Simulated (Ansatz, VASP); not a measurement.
# One calculation of CsBr, two programs

```
Cs Br
1.0
     4.38930    0.00000    0.00000
     0.00000    4.38930    0.00000
     0.00000    0.00000    4.38930
Cs Br
1 1
Direct
  0.00000 0.00000 0.00000
  0.50000 0.50000 0.50000
```

Alike in both runs: task single point; functional PBE; k mesh 7 × 7 × 7; occupations fermi-dirac, width 0.02 eV; non-collinear spin, spin-orbit coupling.

|  | VASP | Ansatz |
| --- | --- | --- |
| version | VASP 6.6.1 | Ansatz 0.2.0 |
| potentials or method | VASP PAW PBE potentials, release 64 (Cs_sv, Br), cutoff 500 eV | all-electron LAPW |

```tsv
	VASP	Ansatz	Ansatz less VASP
pressure (GPa)	0.0	0.0	-0.02
net moment per atom (μB)	0.00	0.00	0.000
```

Ansatz ran all-electron here, and VASP with PAW potentials.
